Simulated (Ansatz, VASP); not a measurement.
## TeMo5 in VASP and in Ansatz

INCAR

```
PREC = Accurate
ENCUT = 520
EDIFF = 1E-7
ISMEAR = 0
SIGMA = 0.1
LREAL = F
LASPH = T
NELM = 150
ALGO = Fast
ISIF = 2
LWAVE = F
LCHARG = T
ISPIN = 2
MAGMOM = 0 1 1 1 1 1
LORBIT = 11
LMAXMIX = 4
GGA = PE
LELF = T
LVHAR = T
NBANDS = 51
```

KPOINTS

```
regular mesh
0
Gamma
  4 4 4
```

File POSCAR:

```
TeMo5
1.0
    0.0000000000      3.7207144941      3.7207144941
    3.7207144941      0.0000000000      3.7207144941
    3.7207144941      3.7207144941      0.0000000000
Te Mo
1 5
Direct
    0.0000000000      0.0000000000      0.0000000000
    0.6259520576      0.6259520576      0.6259520576
    0.1221438273      0.6259520576      0.6259520576
    0.6259520576      0.6259520576      0.1221438273
    0.6259520576      0.1221438273      0.6259520576
    0.2500000000      0.2500000000      0.2500000000
```

Input for Ansatz:

```yaml
crystal:
  lattice:
    - [0.0, 3.7207144941, 3.7207144941]
    - [3.7207144941, 0.0, 3.7207144941]
    - [3.7207144941, 3.7207144941, 0.0]
  atoms:
    - { symbol: Te, position: [0.0, 0.0, 0.0] }
    - { symbol: Mo, position: [0.6259520576, 0.6259520576, 0.6259520576], spin: 1.0 }
    - { symbol: Mo, position: [0.1221438273, 0.6259520576, 0.6259520576], spin: 1.0 }
    - { symbol: Mo, position: [0.6259520576, 0.6259520576, 0.1221438273], spin: 1.0 }
    - { symbol: Mo, position: [0.6259520576, 0.1221438273, 0.6259520576], spin: 1.0 }
    - { symbol: Mo, position: [0.25, 0.25, 0.25], spin: 1.0 }
basis:
  ecutwfc: 420
kpoints:
  mp_grid: { grid: [4, 4, 4] }
hamiltonian:
  xc: pbe
scf:
  occupations: { method: gaussian, width: 0.1 }
  lower_state_search: "off"
output:
  forces: true
  stress: true
  eigenvalues: true
  populations: true
magnetization:
  spin_polarized: true
```

Change from the starting cell: species swapped into the ErCu5 type (F-43m, No. 216).

Alike in both runs: task single point; functional PBE; k mesh 4 × 4 × 4; occupations gaussian, width 0.1 eV; collinear spin.

|  | VASP | Ansatz |
| --- | --- | --- |
| version | VASP 6.6.1 | Ansatz 0.2.0 |
| potentials or method | VASP PAW PBE potentials, release 64 (Te, Mo_sv), cutoff 520 eV | scalar-relativistic, plane waves, PAW |
| valence electrons in the cell | 76 | 86 |

Ansatz gave:

* gap on the k mesh at the Fermi level (eV): none
* pressure (GPa): 0.0
* rms of the force components (eV/Å): 0.016
* net moment per atom (μB): 0.00

Q: Estimate VASP's values.

A: gap on the k mesh at the Fermi level (eV): none; pressure (GPa): 0.3; rms of the force components (eV/Å): 0.023; net moment per atom (μB): 0.00.

Atom by atom the forces differ by 0.007 eV/Å (rms over components). A gap of «none» marks a metal or a gap that the smearing closes. VASP's potentials hold 76 valence electrons a cell and Ansatz's 86, so a difference there can come from the potentials and not from the codes. Ansatz's warnings: seeded moment not kept.

The k mesh is coarse, so the values compare programs but aren't converged. Spin-orbit coupling is off throughout.
